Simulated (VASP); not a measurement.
## HfO2: single point with PBE

Crystal: HfO2.

```
Hf O
1.0
     3.60430    0.00000    0.00000
     0.00000    3.60430    0.00000
     0.00000    0.00000    5.26397
Hf O
2 4
Direct
  0.50143 0.48819 0.50644
  0.00469 0.99560 0.02482
  0.00145 0.49071 0.68841
  0.52162 0.01101 0.80678
  0.47662 0.99128 0.30142
  0.99420 0.52321 0.17214
```

This cell differs from its parent crystal: atoms moved at random.

```yaml
Program: VASP 6.6.1
Task: single point
Functional: PBE
Potentials_or_basis: VASP PAW PBE potentials, release 64 (Hf_pv, O)
Cutoff: 520 eV
k_mesh: 6 × 6 × 4
Occupations: gaussian, width 0.05 eV
Spin: no spin polarisation
Dipole_correction: no
Further_INCAR_settings: ALGO = Normal; EDIFF = 1e-06; NBANDS = 31
```

- Pressure: 2.1 GPa
- Largest force: 4.224 eV/Å
- Band gap on the k mesh: 4.28 eV, indirect (least direct gap 4.39 eV)

Forces in eV/Å, atoms in the order of the input:
```
Hf  -0.036  0.033  0.917
Hf   0.419  2.245 -3.554
O    0.448  0.338 -0.696
O   -1.022 -0.303  0.262
O    0.563  0.721  0.617
O   -0.372 -3.034  2.454
```

Stress tensor (GPa, compression positive):
```
-4.54  0.56  1.47
 0.56  9.75 -2.84
 1.47 -2.84  1.04
```

Levels at points of the mesh, in eV from the valence-band top:
```csv
k point,band 20,band 21,band 22,band 23,band 24,band 25
"(0.00, 0.00, 0.00)",-0.89,-0.41,-0.07,4.32,4.38,5.25
"(0.50, 0.00, 0.00)",-1.48,-0.67,-0.46,4.59,4.93,5.50
"(0.00, 0.50, 0.00)",-1.40,-0.47,-0.38,4.42,4.74,5.44
"(0.50, 0.50, 0.00)",-1.01,-0.66,-0.45,5.28,5.32,5.63
"(0.00, 0.00, 0.50)",-0.97,-0.73,0.00,4.77,5.07,5.14
"(0.50, 0.00, 0.50)",-1.42,-1.30,-1.14,4.59,5.03,5.25
"(0.00, 0.50, 0.50)",-1.58,-1.10,-0.98,4.28,4.79,4.99
"(0.50, 0.50, 0.50)",-1.70,-0.50,-0.17,5.04,5.30,6.07
```

It took 110 s on 1 thread of Intel(R) Xeon(R) Platinum 8375C CPU @ 2.90GHz (Ice Lake), with other jobs on the host, peak memory 0.27 GiB.

Caveat: the cell differs from its parent crystal (atoms moved at random); spin-orbit coupling is left out, which moves the levels of the heavy elements; forces of over 1 eV/Å act on the atoms, so gaps and moduli don't describe the material at rest. A k mesh can miss the band edges.
